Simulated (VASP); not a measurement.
# Ni (Fd-3m) in VASP: relaxation of cell and atoms with PBEsol

Aim: the relaxation of cell and atoms of Ni with PBEsol.

Everything below comes from runs of VASP 6.6.1. Logs are shortened: lines on timing, memory, paths and dates and some standing lists are left out, and cuts for length are marked.

**1. The cell of the first run**

It takes space group Fd-3m (No. 227, cubic). The conventional cell has a = 4.490 Å, b = 4.490 Å, c = 4.490 Å, α = 90.00°, β = 90.00°, γ = 90.00°. Within 2.6 Å of Ni (site symmetry -43m) lie 4 Ni at 1.94 Å.

This isn't the form of Ni at room conditions, which is fcc.

**2. Relaxation of cell and atoms, PBEsol, collinear spin, ferromagnetic start, target pressure 29 GPa, at which the enthalpy is minimised**

Input file INCAR:

```
  PREC = Accurate
  ENCUT = 600
  EDIFF = 1E-7
  ISMEAR = -1
  SIGMA = 0.05
  LREAL = False
  LASPH = True
  NELM = 150
  ALGO = Normal
  ISIF = 3
  LWAVE = False
  LCHARG = False
  ISPIN = 2
  MAGMOM = 1 1
  LORBIT = 11
  LMAXMIX = 4
  GGA = PS
  IBRION = 2
  NSW = 60
  EDIFFG = -0.005
  PSTRESS = 290.0
```

Input file KPOINTS:

```
Automatic mesh
0
Gamma
  15 15 15
```

Input file POSCAR:

```
Ni
1.0
    0.0000000000      2.2452345536      2.2452345536
    2.2452345536      0.0000000000      2.2452345536
    2.2452345536      2.2452345536      0.0000000000
Ni
2
Direct
   -0.1250000000     -0.1250000000     -0.1250000000
    0.1250000000      0.1250000000      0.1250000000
```

Potentials or basis: VASP PAW PBE potentials, release 64 (Ni).

The run is started by

```console
$ cat potpaw_PBE.64/Ni/POTCAR > POTCAR
$ mpirun -np 1 vasp_std > vasp.out
```

OUTCAR:

```text
PREC = Accurate
   ENCUT = 600
   EDIFF = 1E-7
   ISMEAR = -1
   LREAL = False
   LASPH = True
   NELM = 150
   ISIF = 3
   ISPIN = 2
   LORBIT = 11
   GGA = PS
   IBRION = 2
   NSW = 60
   EDIFFG = -0.005
   PSTRESS = 290.0

 ion  position               nearest neighbor table
   1  0.875  0.875  0.875-   2 1.94   2 1.94   2 1.94   2 1.94
   2  0.125  0.125  0.125-   1 1.94   1 1.94   1 1.94   1 1.94

  LATTYP: Found a face centered cubic cell.
 ALAT       =     4.4904691072

  Lattice vectors:

 A1 = (   0.0000000000,   2.2452345536,   2.2452345536)
 A2 = (   2.2452345536,   0.0000000000,   2.2452345536)
 A3 = (   2.2452345536,   2.2452345536,   0.0000000000)

Analysis of symmetry for initial positions (statically):
=====================================================================
 Subroutine PRICEL returns:
 Original cell was already a primitive cell.

 Routine SETGRP: Setting up the symmetry group for a
 face centered cubic supercell.

 Subroutine GETGRP returns: Found 48 space group operations
 (whereof 12 operations were pure point group operations)
 out of a pool of 48 trial point group operations.

The static configuration has the point symmetry D_3d.
 The point group associated with its full space group is O_h .

Analysis of symmetry for dynamics (positions and initial velocities):
=====================================================================
 Subroutine PRICEL returns:
 Original cell was already a primitive cell.

 Routine SETGRP: Setting up the symmetry group for a
 face centered cubic supercell.

 Subroutine GETGRP returns: Found 48 space group operations
 (whereof 12 operations were pure point group operations)
 out of a pool of 48 trial point group operations.

The dynamic configuration has the point symmetry D_3d.
 The point group associated with its full space group is O_h .

Analysis of structural, dynamic, and magnetic symmetry:
=====================================================================
 Subroutine PRICEL returns:
 Original cell was already a primitive cell.

 Routine SETGRP: Setting up the symmetry group for a
 face centered cubic supercell.

 Subroutine GETGRP returns: Found 48 space group operations
 (whereof 12 operations were pure point group operations)
 out of a pool of 48 trial point group operations.

The overall configuration has the point symmetry D_3d.
 The point group associated with its full space group is O_h .

 Subroutine INISYM returns: Found 48 space group operations
 (whereof 12 operations are pure point group operations),
 and found     1 'primitive' translations

----------------------------------------------------------------------------------------

                                     Primitive cell

  volume of cell :      22.6368

  direct lattice vectors                    reciprocal lattice vectors
     0.000000000  2.245234554  2.245234554    -0.222693883  0.222693883  0.222693883
     2.245234554  0.000000000  2.245234554     0.222693883 -0.222693883  0.222693883
     2.245234554  2.245234554  0.000000000     0.222693883  0.222693883 -0.222693883

  length of vectors
     3.175241156  3.175241156  3.175241156     0.385717119  0.385717119  0.385717119

  position of ions in fractional coordinates (direct lattice)
     0.875000000  0.875000000  0.875000000
     0.125000000  0.125000000  0.125000000

  ion indices of the primitive-cell ions
   primitive index   ion index
                 1           1
                 2           2

----------------------------------------------------------------------------------------

 KPOINTS: Automatic mesh

Automatic generation of k-mesh.
 Grid dimensions read from file:
 generate k-points for:   15   15   15

 Generating k-lattice:

  Cartesian coordinates                     Fractional coordinates (reciprocal lattice)
    -0.014846259  0.014846259  0.014846259     0.066666667  0.000000000  0.000000000
     0.014846259 -0.014846259  0.014846259     0.000000000  0.066666667  0.000000000
     0.014846259  0.014846259 -0.014846259     0.000000000  0.000000000  0.066666667

  Length of vectors
     0.025714475  0.025714475  0.025714475

  Shift w.r.t. Gamma in fractional coordinates (k-lattice)
     0.000000000  0.000000000  0.000000000

 Subroutine IBZKPT returns following result:
 ===========================================

 Found    120 irreducible k-points:

 Following reciprocal coordinates:
            Coordinates               Weight
  0.000000  0.000000  0.000000      1.000000
  0.066667  0.000000  0.000000      8.000000
  0.133333  0.000000  0.000000      8.000000
  0.200000  0.000000  0.000000      8.000000
  0.266667  0.000000  0.000000      8.000000
  0.333333  0.000000  0.000000      8.000000
[... 16 lines left out ...]
  0.133333  0.133333  0.000000      6.000000
  0.200000  0.133333  0.000000     24.000000
 [... further k-points ...]
   k-points           NKPTS =    120   k-points in BZ     NKDIM =    120   number of bands    NBANDS=     15
   number of dos      NEDOS =    301   number of ions     NIONS =      2
   total plane-waves  NPLWV =  21952
   dimension x,y,z NGX =    28 NGY =   28 NGZ =   28
   dimension x,y,z NGXF=    56 NGYF=   56 NGZF=   56
   ions per type =               2
   NGX,Y,Z   is equivalent  to a cutoff of  14.66, 14.66, 14.66 a.u.
   NGXF,Y,Z  is equivalent  to a cutoff of  29.32, 29.32, 29.32 a.u.
 SYSTEM =  unknown system
   PREC   = accura    normal or accurate (medium, high low for compatibility)
   ISTART =      0    job   : 0-new  1-cont  2-samecut
   ICHARG =      2    charge: 1-file 2-atom 10-const
   ISPIN  =      2    spin polarized calculation?
   LNONCOLLINEAR =      F non collinear calculations
   LSORBIT =      F    spin-orbit coupling
   LASPH  =      T    aspherical Exc in radial PAW
   ENCUT  =  600.0 eV  44.10 Ry    6.64 a.u.   6.34  6.34  6.34*2*pi/ulx,y,z
   NELM   =    150;   NELMIN=  2; NELMDL= -5     # of ELM steps
   EDIFF  = 0.1E-06   stopping-criterion for ELM
   LREAL  =      F    real-space projection
   EDIFFG = -.5E-02   stopping-criterion for IOM
   NSW    =     60    number of steps for IOM
   IBRION =      2    ionic relax: 0-MD 1-quasi-New 2-CG
   NFREE  =      1    steps in history (QN), initial steepest desc. (CG)
   ISIF   =      3    stress and relaxation
   ISYM   =      2    0-nonsym 1-usesym 2-fastsym
   POTIM  = 0.5000    time-step for ionic-motion
   TEBEG  =    0.0;   TEEND  =   0.0 temperature during run
   PSTRESS=  290.0 pullay stress
   NELECT =      20.0000    total number of electrons
   NUPDOWN=      -1.0000    fix difference up-down
   EMIN   =  10.00;   EMAX   =-10.00  energy-range for DOS
   EFERMI =   0.00;   METHOD = LEGACY
   ISMEAR =    -1;   SIGMA  =   0.05  broadening in eV -4-tet -1-fermi 0-gaus
   EFERMI_NEDOS =   21; number of points for ismear=-14 and -15
   IALGO  =     38    algorithm
   IMIX   =      4    mixing-type and parameters
     AMIX     =   0.40;   BMIX     =  1.00
     AMIX_MAG =   1.60;   BMIX_MAG =  1.00
  volume/ion in A,a.u.               =      11.32        76.38
  Fermi-wavevector in a.u.,A,eV,Ry     =   1.570892  2.968556 33.575138  2.467703
  Thomas-Fermi vector in A             =   2.672558
   LORBIT       =     11    0 simple, 1 ext, 2 COOP (PROOUT), +10 PAW based schemes
   GGA     = PS    functional components
   LHFCALC =     F    Hartree Fock is set to
   AEXX    =    0.0000 exact exchange contribution
   IVDW    =     0    specifies the selected vdW correction
   LEPSILON=     F    determine dielectric tensor
   LRPA    =     F    only Hartree local field effects (RPA)
 conjugate gradient relaxation of ions
 spin polarized calculation
  energy-cutoff  :      600.00
  volume of cell :       22.64
 maximum number of plane-waves:       769
 NGX is ok and might be reduce to    28
   NGX = 13   NGY = 13   NGZ = 13

--------------------------------------- Ionic step        1  -------------------------------------------

 number of electron      20.0000010 magnetization       1.5284548

 Free energy of the ion-electron system (eV)
  ---------------------------------------------------
  ext. energy  EPLUGINS =         0.00000000
  ---------------------------------------------------
  free energy    TOTEN  =        -8.14766354 eV

  energy without entropy =       -8.12952539  energy(sigma->0) =       -8.13859446

------------------------ aborting loop because EDIFF is reached ----------------------------------------

  FORCE on cell =-STRESS in cart. coord.  units (eV):
  Direction    XX          YY          ZZ          XY          YZ          ZX
  --------------------------------------------------------------------------------------
  -------------------------------------------------------------------------------------
  Total       10.1705624     10.1705624     10.1705624      0.0000000     -0.0000000      0.0000000
  in kB      719.8473366    719.8473366    719.8473366      0.0000000     -0.0000000      0.0000000
  external PRESSURE =     429.8473366 kB  Pullay stress =     290.0000000 kB
[... 97 lines left out ...]
  energy  without entropy=       -9.2359444242  energy(sigma->0) =       -9.24674669

  enthalpy is  TOTEN    =        -4.4673009754 eV   P V=        4.7902479891

[... ionic steps 4 to 17 ...]

--------------------------------------- Ionic step       18  -------------------------------------------

 number of electron      20.0000013 magnetization      -1.5619632

------------------------ aborting loop because EDIFF is reached ----------------------------------------
[... 71 lines left out ...]
--------------------------------------- Ionic step       20  -------------------------------------------

 number of electron      20.0000013 magnetization      -1.5620162

 Free energy of the ion-electron system (eV)
  ---------------------------------------------------
  ext. energy  EPLUGINS =         0.00000000
  ---------------------------------------------------
  free energy    TOTEN  =        -9.20372805 eV

  energy without entropy =       -9.18244868  energy(sigma->0) =       -9.19308836

 E-fermi :   7.0997     XC(G=0): -12.1018

 val. band max:        7.0991789501   @ k =  -0.4667   0.0667   0.0000
 cond. band min:       7.1022954162   @ k =   0.4667   0.0000   0.0000
 fundamental gap:      0.0031164660
 Fermi energy:         7.0996965893

 spin component 1

 k-point     1 :       0.0000    0.0000    0.0000
  band No.  band energies     occupation
      1      -0.7877      1.00000
      2       3.7144      1.00000
      3       3.7144      1.00000
      4       3.8728      1.00000
      5       3.8728      1.00000
      6       3.8728      1.00000
      7       5.8436      1.00000
      8       5.8436      1.00000
      9       5.8436      1.00000
     10       7.3250      0.01092
     11       7.3250      0.01092
     12      21.1790      0.00000
     13      21.1790      0.00000
     14      21.1790      0.00000
[... 401 lines left out ...]
      2       3.2327      1.00000
      3       3.8457      1.00000
      4       3.9286      1.00000
      5       4.0392      1.00000
      6       4.4195      1.00000
      7       5.1932      1.00000
      8       5.9951      1.00000
      9       6.0290      1.00000
     10       7.1073      0.46215
     11       7.4440      0.00102
     12      16.1375      0.00000
     13      16.9743      0.00000
     14      19.1908      0.00000
     15      20.1445      0.00000

 [... further k-points ...]

 spin component 2

 k-point     1 :       0.0000    0.0000    0.0000
  band No.  band energies     occupation
      1      -0.8232      1.00000
      2       2.9891      1.00000
      3       2.9891      1.00000
      4       3.1503      1.00000
      5       3.1503      1.00000
      6       3.1503      1.00000
      7       5.0499      1.00000
      8       5.0499      1.00000
      9       5.0499      1.00000
     10       6.4050      1.00000
     11       6.4050      1.00000
     12      20.9815      0.00000
     13      20.9815      0.00000
     14      20.9815      0.00000
[... 401 lines left out ...]
      2       2.5436      1.00000
      3       3.1129      1.00000
      4       3.1912      1.00000
      5       3.2958      1.00000
      6       3.6795      1.00000
      7       4.4451      1.00000
      8       5.2100      1.00000
      9       5.2386      1.00000
     10       6.1996      1.00000
     11       6.5222      0.99999
     12      15.9114      0.00000
     13      16.7717      0.00000
     14      18.9484      0.00000
     15      19.9898      0.00000

 [... further k-points ...]

------------------------ aborting loop because EDIFF is reached ----------------------------------------

  FORCE on cell =-STRESS in cart. coord.  units (eV):
  Direction    XX          YY          ZZ          XY          YZ          ZX
  --------------------------------------------------------------------------------------
  -------------------------------------------------------------------------------------
  Total        4.7339149      4.7339149      4.7339149     -0.0000000     -0.0000000     -0.0000000
  in kB      290.0038108    290.0038108    290.0038108     -0.0000000     -0.0000000     -0.0000000
  external PRESSURE =       0.0038108 kB  Pullay stress =     290.0000000 kB
[... 21 lines left out ...]
  energy  without entropy=       -9.1824486760  energy(sigma->0) =       -9.19308836

  enthalpy is  TOTEN    =        -4.4698753710 eV   P V=        4.7338526792

 reached required accuracy - stopping structural energy minimisation

 total charge

# of ion       s       p       d       tot
------------------------------------------
    1        0.630   0.508   8.442   9.581
    2        0.630   0.508   8.442   9.581
--------------------------------------------------
tot          1.260   1.017  16.884  19.161

 magnetization (x)

# of ion       s       p       d       tot
------------------------------------------
    1        0.014   0.013  -0.793  -0.765
    2        0.014   0.013  -0.793  -0.765
--------------------------------------------------
tot          0.028   0.027  -1.585  -1.530
```

Wall time 6.9 min (1 thread of Intel Xeon 6975P-C (Granite Rapids), shared host); peak memory 0.24 GiB.

What came out:

* Free energy: -9.2037 eV
* Relaxed volume: 13.08 Å³/atom
* Relaxed cell: a = 3.332 Å, b = 3.332 Å, c = 3.332 Å, α = 60.00°, β = 60.00°, γ = 60.00°
* Space group after relaxing (to 0.1 Å): Fd-3m (No. 227)
* Energy change on relaxing (the run minimises the enthalpy): -528.0 meV/atom
* Ionic steps: 20
* Pressure after relaxing: 29.0 GPa
* Net moment: -1.56 μB per cell
* Site moments: Ni -0.77 μB
* Valence electrons inside the program's atomic spheres: Ni 9.58

Step by step:
```csv
step,energy change (eV),largest force (eV/Å),pressure (GPa),volume (Å³)
1,0.0000,0.0000,71.98,22.64
2,-1.3848,0.0000,-7.36,34.11
3,-1.1099,0.0000,26.40,26.46
4,-1.0643,0.0000,28.61,26.20
5,-1.0509,0.0000,29.25,26.12
6,-1.0509,0.0000,29.10,26.13
7,-1.0510,0.0000,29.14,26.13
8,-1.0510,0.0000,29.23,26.13
9,-1.0510,0.0000,29.23,26.13
10,-1.0510,0.0000,29.23,26.13
11,-1.0510,0.0000,29.22,26.13
12,-1.0510,0.0000,29.19,26.13
13,-1.0511,0.0000,29.14,26.13
14,-1.0512,0.0000,29.23,26.13
15,-1.0514,0.0000,29.23,26.13
16,-1.0518,0.0000,29.21,26.13
17,-1.0527,0.0000,29.17,26.13
18,-1.0544,0.0000,29.08,26.14
19,-1.0578,0.0000,28.91,26.16
20,-1.0561,0.0000,29.00,26.15
```

Final structure:
```xyz
2
Lattice="0.0000 2.3559 2.3559 2.3559 0.0000 2.3559 2.3559 2.3559 0.0000" Properties=species:S:1:pos:R:3 pbc="T T T"
Ni    4.1229    4.1229    4.1229
Ni    0.5890    0.5890    0.5890
```

Caveat: the cell is relaxed towards a set pressure, so the run minimises the enthalpy, not the energy; the volume moved by over 15 % at a fixed basis, so the end points are rough; the PAW data sets were made with another functional, which shifts forces and pressure a little.
